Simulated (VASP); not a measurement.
# Al5InAs6 in VASP: notebook

Al5InAs6 is run at these levels: PBE; tasks: single point.

Program: VASP 6.6.1. These are calculated values, not measurements. Logs are shortened: lines on timing, memory, paths and dates and some standing lists are left out, and cuts for length are marked.

## (1) The cell of the first run

It takes space group R3 (No. 146, trigonal). Conventional cell: a = 7.086 Å, b = 7.086 Å, c = 20.178 Å, α = 90.00°, β = 90.00°, γ = 120.00°. Within 3.3 Å of Al (site symmetry 1) lie 4 As at 2.48 to 2.51 Å. Al (site symmetry 3) has 4 As at 2.47 to 2.50 Å within 3.3 Å. Al (site symmetry 3) has 4 As at 2.46 to 2.51 Å within 3.3 Å. Within 3.5 Å of In (site symmetry 3) lie 4 As at 2.64 Å. As (site symmetry 1) has 3 Al at 2.46 to 2.49 Å and 1 In at 2.64 Å within 3.3 Å. As (site symmetry 3) has 4 Al at 2.50 Å within 3.3 Å. Within 3.3 Å of As (site symmetry 3) lie 3 Al at 2.48 Å and 1 In at 2.64 Å. Within 3.3 Å of As (site symmetry 3) lie 4 Al at 2.51 Å.

## (2) Single point, PBE

INCAR

```
PREC = Accurate
ENCUT = 520
EDIFF = 1E-6
ISMEAR = 0
SIGMA = 0.1
LREAL = False
LASPH = True
NELM = 60
ALGO = Normal
ISIF = 2
LWAVE = False
LCHARG = True
GGA = PE
LELF = True
LVHAR = True
NBANDS = 41
```

KPOINTS

```
regular mesh
0
Gamma
  3 3 3
```

POSCAR

```
Al5InAs6
1.0
    3.5430339000      2.0455716000      6.7260117000
   -3.5430339000      2.0455716000      6.7260117000
    0.0000000000     -4.0911431000      6.7260117000
Al In As
5 1 6
Direct
    0.1623570000      0.5039830000      0.8335050000
    0.5039830000      0.8335050000      0.1623570000
    0.8335050000      0.1623570000      0.5039830000
    0.0015000000      0.0015000000      0.0015000000
    0.6642740000      0.6642740000      0.6642740000
    0.3333760000      0.3333760000      0.3333760000
    0.0233080000      0.3798770000      0.7271950000
    0.3798770000      0.7271950000      0.0233080000
    0.7271950000      0.0233080000      0.3798770000
    0.8774910000      0.8774910000      0.8774910000
    0.2023990000      0.2023990000      0.2023990000
    0.5397360000      0.5397360000      0.5397360000
```

Potentials or basis: VASP PAW PBE potentials, release 64 (Al, In_d, As).

The run is started by

```bash
$ cat potpaw_PBE.64/Al/POTCAR potpaw_PBE.64/In_d/POTCAR potpaw_PBE.64/As/POTCAR > POTCAR
$ mpirun -np 1 vasp_std > vasp.out
```

OUTCAR:

```text
PREC = Accurate
   ENCUT = 520
   EDIFF = 1E-6
   ISMEAR = 0
   LREAL = False
   LASPH = True
   NELM = 60
   ISIF = 2
   GGA = PE

 ion  position               nearest neighbor table
   1  0.162  0.504  0.834-  11 2.48   7 2.49  10 2.50  12 2.51
   2  0.504  0.834  0.162-  11 2.48   8 2.49  10 2.50  12 2.51
   3  0.834  0.162  0.504-  11 2.48   9 2.49  10 2.50  12 2.51
   4  0.002  0.002  0.002-   9 2.47   7 2.47   8 2.47  10 2.50
   5  0.664  0.664  0.664-   8 2.46   9 2.46   7 2.46  12 2.51
   6  0.333  0.333  0.333-  11 2.64   7 2.64   8 2.64   9 2.64
   7  0.023  0.380  0.727-   5 2.46   4 2.47   1 2.49   6 2.64
   8  0.380  0.727  0.023-   5 2.46   4 2.47   2 2.49   6 2.64
   9  0.727  0.023  0.380-   5 2.46   4 2.47   3 2.49   6 2.64
  10  0.877  0.877  0.877-   3 2.50   2 2.50   1 2.50   4 2.50
  11  0.202  0.202  0.202-   1 2.48   3 2.48   2 2.48   6 2.64
  12  0.540  0.540  0.540-   2 2.51   1 2.51   3 2.51   5 2.51

  LATTYP: Found a trigonal (rhomboedric) cell.
 ALAT       =     7.8725272801
 COS(alpha) =     0.5949093095

  Lattice vectors:

 A1 = (   3.5430339000,   2.0455716000,   6.7260117000)
 A2 = (  -3.5430339000,   2.0455716000,   6.7260117000)
 A3 = (   0.0000000000,  -4.0911431000,   6.7260117000)

Analysis of symmetry for initial positions (statically):
=====================================================================
 Subroutine PRICEL returns:
 Original cell was already a primitive cell.

 Routine SETGRP: Setting up the symmetry group for a
 trigonal (rhombohedral) supercell.

 Subroutine GETGRP returns: Found  3 space group operations
 (whereof  3 operations were pure point group operations)
 out of a pool of 12 trial point group operations.

The static configuration has the point symmetry C_3 .

Analysis of symmetry for dynamics (positions and initial velocities):
=====================================================================
 Subroutine PRICEL returns:
 Original cell was already a primitive cell.

 Routine SETGRP: Setting up the symmetry group for a
 trigonal (rhombohedral) supercell.

 Subroutine GETGRP returns: Found  3 space group operations
 (whereof  3 operations were pure point group operations)
 out of a pool of 12 trial point group operations.

The dynamic configuration has the point symmetry C_3 .

 Subroutine INISYM returns: Found  3 space group operations
 (whereof  3 operations are pure point group operations),
 and found     1 'primitive' translations

----------------------------------------------------------------------------------------

                                     Primitive cell

  volume of cell :     292.4818

  direct lattice vectors                    reciprocal lattice vectors
     3.543033900  2.045571600  6.726011700     0.141121992  0.081476820  0.049558839
    -3.543033900  2.045571600  6.726011700    -0.141121992  0.081476820  0.049558839
     0.000000000 -4.091143100  6.726011700     0.000000000 -0.162953640  0.049558840

  length of vectors
     7.872527280  7.872527280  7.872527247     0.170323126  0.170323126  0.170323127

  position of ions in fractional coordinates (direct lattice)
     0.162357000  0.503983000  0.833505000
     0.503983000  0.833505000  0.162357000
     0.833505000  0.162357000  0.503983000
     0.001500000  0.001500000  0.001500000
     0.664274000  0.664274000  0.664274000
     0.333376000  0.333376000  0.333376000
     0.023308000  0.379877000  0.727195000
     0.379877000  0.727195000  0.023308000
     0.727195000  0.023308000  0.379877000
     0.877491000  0.877491000  0.877491000
     0.202399000  0.202399000  0.202399000
     0.539736000  0.539736000  0.539736000

  ion indices of the primitive-cell ions
   primitive index   ion index
                 1           1
                 2           2
                 3           3
                 4           4
                 5           5
                 6           6
                 7           7
                 8           8
                 9           9
                10          10
                11          11
                12          12

----------------------------------------------------------------------------------------

 KPOINTS: regular mesh

Automatic generation of k-mesh.
 Grid dimensions read from file:
 generate k-points for:    3    3    3

 Generating k-lattice:

  Cartesian coordinates                     Fractional coordinates (reciprocal lattice)
     0.047040664  0.027158940  0.016519613     0.333333333  0.000000000 -0.000000000
    -0.047040664  0.027158940  0.016519613     0.000000000  0.333333333 -0.000000000
     0.000000000 -0.054317880  0.016519613    -0.000000000 -0.000000000  0.333333333

  Length of vectors
     0.056774375  0.056774375  0.056774376

  Shift w.r.t. Gamma in fractional coordinates (k-lattice)
     0.000000000  0.000000000  0.000000000

 Subroutine IBZKPT returns following result:
 ===========================================

 Found      6 irreducible k-points:

 Following reciprocal coordinates:
            Coordinates               Weight
  0.000000  0.000000  0.000000      1.000000
  0.333333 -0.000000  0.000000      6.000000
  0.333333  0.333333  0.000000      6.000000
 -0.333333  0.333333  0.000000      6.000000
  0.333333  0.333333  0.333333      2.000000
 -0.333333  0.333333  0.333333      6.000000
   k-points           NKPTS =      6   k-points in BZ     NKDIM =      6   number of bands    NBANDS=     41
   number of dos      NEDOS =    301   number of ions     NIONS =     12
   total plane-waves  NPLWV = 216000
   dimension x,y,z NGX =    60 NGY =   60 NGZ =   60
   dimension x,y,z NGXF=   120 NGYF=  120 NGZF=  120
   ions per type =               5   1   6
   NGX,Y,Z   is equivalent  to a cutoff of  12.67, 12.67, 12.67 a.u.
   NGXF,Y,Z  is equivalent  to a cutoff of  25.34, 25.34, 25.34 a.u.
 SYSTEM =  unknown system
   PREC   = accura    normal or accurate (medium, high low for compatibility)
   ISTART =      0    job   : 0-new  1-cont  2-samecut
   ICHARG =      2    charge: 1-file 2-atom 10-const
   ISPIN  =      1    spin polarized calculation?
   LNONCOLLINEAR =      F non collinear calculations
   LSORBIT =      F    spin-orbit coupling
   LASPH  =      T    aspherical Exc in radial PAW
   ENCUT  =  520.0 eV  38.22 Ry    6.18 a.u.  14.64 14.64 14.64*2*pi/ulx,y,z
   NELM   =     60;   NELMIN=  2; NELMDL= -5     # of ELM steps
   EDIFF  = 0.1E-05   stopping-criterion for ELM
   LREAL  =      F    real-space projection
   EDIFFG = 0.1E-04   stopping-criterion for IOM
   NSW    =      0    number of steps for IOM
   IBRION =     -1    ionic relax: 0-MD 1-quasi-New 2-CG
   NFREE  =      0    steps in history (QN), initial steepest desc. (CG)
   ISIF   =      2    stress and relaxation
   ISYM   =      2    0-nonsym 1-usesym 2-fastsym
   POTIM  = 0.5000    time-step for ionic-motion
   TEBEG  =    0.0;   TEEND  =   0.0 temperature during run
   PSTRESS=    0.0 pullay stress
   NELECT =      58.0000    total number of electrons
   NUPDOWN=      -1.0000    fix difference up-down
   EMIN   =  10.00;   EMAX   =-10.00  energy-range for DOS
   EFERMI =   0.00;   METHOD = LEGACY
   ISMEAR =     0;   SIGMA  =   0.10  broadening in eV -4-tet -1-fermi 0-gaus
   EFERMI_NEDOS =   21; number of points for ismear=-14 and -15
   IALGO  =     38    algorithm
   IMIX   =      4    mixing-type and parameters
     AMIX     =   0.40;   BMIX     =  1.00
     AMIX_MAG =   1.60;   BMIX_MAG =  1.00
  volume/ion in A,a.u.               =      24.37       164.48
  Fermi-wavevector in a.u.,A,eV,Ry     =   0.954665  1.804056 12.400161  0.911386
  Thomas-Fermi vector in A             =   2.083433
   LORBIT       =      0    0 simple, 1 ext, 2 COOP (PROOUT), +10 PAW based schemes
   GGA     = PE    functional components
   LHFCALC =     F    Hartree Fock is set to
   AEXX    =    0.0000 exact exchange contribution
   IVDW    =     0    specifies the selected vdW correction
   LEPSILON=     F    determine dielectric tensor
   LRPA    =     F    only Hartree local field effects (RPA)
 non-spin polarized calculation
 Gauss-broadening in eV      SIGMA  =   0.10
  energy-cutoff  :      520.00
  volume of cell :      292.48
 maximum number of plane-waves:      7893
 NGX is ok and might be reduce to    60
   NGX = 29   NGY = 29   NGZ = 29

 number of electron      58.0000002 magnetization

 Free energy of the ion-electron system (eV)
  ---------------------------------------------------
  ext. energy  EPLUGINS =         0.00000000
  ---------------------------------------------------
  free energy    TOTEN  =       -54.48544968 eV

  energy without entropy =      -54.48544968  energy(sigma->0) =      -54.48544968

 E-fermi :   4.2363     XC(G=0):  -8.9087

 val. band max:        3.7888858005   @ k =   0.0000   0.0000   0.0000
 cond. band min:       5.1341163020   @ k =   0.0000   0.0000   0.0000
 fundamental gap:      1.3452305015
 Fermi energy:         4.2362821301

 k-point     1 :       0.0000    0.0000    0.0000
  band No.  band energies     occupation
      1     -10.3457      2.00000
      2     -10.3421      2.00000
      3     -10.3421      2.00000
      4     -10.2228      2.00000
      5     -10.2228      2.00000
      6      -7.9671      2.00000
[... 33 lines left out ...]
     40       8.1035      0.00000
     41       9.1951      0.00000

 k-point     2 :       0.3333   -0.0000    0.0000
  band No.  band energies     occupation
      1     -10.3450      2.00000
      2     -10.3429      2.00000
      3     -10.3425      2.00000
      4     -10.2229      2.00000
      5     -10.2227      2.00000
      6      -7.6351      2.00000
[... 165 lines left out ...]
     40       8.6813      0.00000
     41       8.9321      0.00000

 k-point     6 :      -0.3333    0.3333    0.3333
  band No.  band energies     occupation
      1     -10.3465      2.00000
      2     -10.3429      2.00000
      3     -10.3417      2.00000
      4     -10.2228      2.00000
      5     -10.2227      2.00000
      6      -7.2462      2.00000
[... 33 lines left out ...]
     40       8.2815      0.00000
     41       8.3683      0.00000

------------------------ aborting loop because EDIFF is reached ----------------------------------------

  FORCE on cell =-STRESS in cart. coord.  units (eV):
  Direction    XX          YY          ZZ          XY          YZ          ZX
  --------------------------------------------------------------------------------------
  -------------------------------------------------------------------------------------
  Total        0.1641324      0.1641324      0.1766942     -0.0000000      0.0000000      0.0000000
  in kB        0.8990957      0.8990957      0.9679081     -0.0000001      0.0000000      0.0000000
  external PRESSURE =       0.9220332 kB  Pullay stress =       0.0000000 kB

 VOLUME and BASIS-vectors are now :
 -----------------------------------------------------------------------------
  energy-cutoff  :      520.00
  volume of cell :      292.48
      direct lattice vectors                 reciprocal lattice vectors
     3.543033900  2.045571600  6.726011700     0.141121992  0.081476820  0.049558839
    -3.543033900  2.045571600  6.726011700    -0.141121992  0.081476820  0.049558839
     0.000000000 -4.091143100  6.726011700     0.000000000 -0.162953640  0.049558840

 POSITION                                       TOTAL-FORCE (eV/Angst)
 -----------------------------------------------------------------------------------
     -1.21039     -2.04694     10.08798        -0.000780      0.001045     -0.001135
     -1.16751      2.07170     10.08798         0.001295      0.000153     -0.001135
      2.37790     -0.02476     10.08798        -0.000515     -0.001198     -0.001135
      0.00000      0.00000      0.03027         0.000000      0.000000      0.001084
      0.00000      0.00000     13.40374         0.000000     -0.000000     -0.004990
      0.00000      0.00000      6.72687         0.000000     -0.000000     -0.002897
     -1.26334     -2.15032      7.60295        -0.001072     -0.001960      0.002770
     -1.23056      2.16924      7.60295        -0.001161      0.001908      0.002770
      2.49390     -0.01892      7.60295         0.002233      0.000051      0.002770
      0.00000      0.00000     17.70604         0.000000      0.000000      0.001379
      0.00000      0.00000      4.08401         0.000000      0.000000      0.000904
      0.00000      0.00000     10.89081         0.000000     -0.000000     -0.000387
 -----------------------------------------------------------------------------------
    total drift:                                0.000000     -0.000000      0.000028

  FREE ENERGIE OF THE ION-ELECTRON SYSTEM (eV)
  ---------------------------------------------------
  free  energy   TOTEN  =       -54.4854496798 eV

  energy  without entropy=      -54.4854496798  energy(sigma->0) =      -54.48544968
```

It took 96 s on 1 thread of Intel Xeon Platinum 8488C (Sapphire Rapids), shared host; peak memory 0.52 GiB.

What came out:

| Quantity | Value |
| --- | --- |
| Free energy | -54.4854 eV |
| Pressure | 0.1 GPa |
| Largest force | 0.005 eV/Å |
| Band gap on the k mesh | 1.35 eV |

Forces in eV/Å, atoms in the order of the input:
```
Al  -0.001  0.001 -0.001
Al   0.001  0.000 -0.001
Al  -0.001 -0.001 -0.001
Al   0.000  0.000  0.001
Al   0.000  0.000 -0.005
In   0.000  0.000 -0.003
As  -0.001 -0.002  0.003
As  -0.001  0.002  0.003
As   0.002  0.000  0.003
As   0.000  0.000  0.001
As   0.000  0.000  0.001
As   0.000  0.000  0.000
```

Levels at points of the mesh, in eV from the valence-band top:
```csv
k point,band 27,band 28,band 29,band 30,band 31,band 32
"(0.00, 0.00, 0.00)",-0.15,0.00,0.00,1.35,1.45,3.00
```

Caveat: spin-orbit coupling is left out, which moves the levels of the heavy elements. A k mesh can miss the band edges.

(Continued in part 2 of 2.)
